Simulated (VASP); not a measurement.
A run of VASP 6.6.1 is set up as follows.

The input INCAR:

```
PREC = Accurate
ENCUT = 520
EDIFF = 1E-7
ISMEAR = 0
SIGMA = 0.05
LREAL = False
LASPH = True
NELM = 150
ALGO = Normal
ISIF = 2
LWAVE = False
LCHARG = False
ISPIN = 2
MAGMOM = 0.5
LORBIT = 11
LMAXMIX = 4
GGA = PE
NBANDS = 16
```

File KPOINTS:

```
regular mesh
0
Gamma
  20 20 20
```

The input POSCAR:

```
Mn
1.0
   -1.3982442304      1.3982442304      1.3982442304
    1.3982442304     -1.3982442304      1.3982442304
    1.3982442304      1.3982442304     -1.3982442304
Mn
1
Direct
    0.0000000000      0.0000000000      0.0000000000
```

Potentials or basis: VASP PAW PBE potentials, release 64 (Mn_pv).

Command:

```console
$ cat potpaw_PBE.64/Mn_pv/POTCAR > POTCAR
$ mpirun -np 1 vasp_std > vasp.out
```

Task: Predict the net moment.

Result: 0.00 μB per cell.

Task: Predict the pressure.

Result: -4.2 GPa.

Caveat: the cell stands under tension.
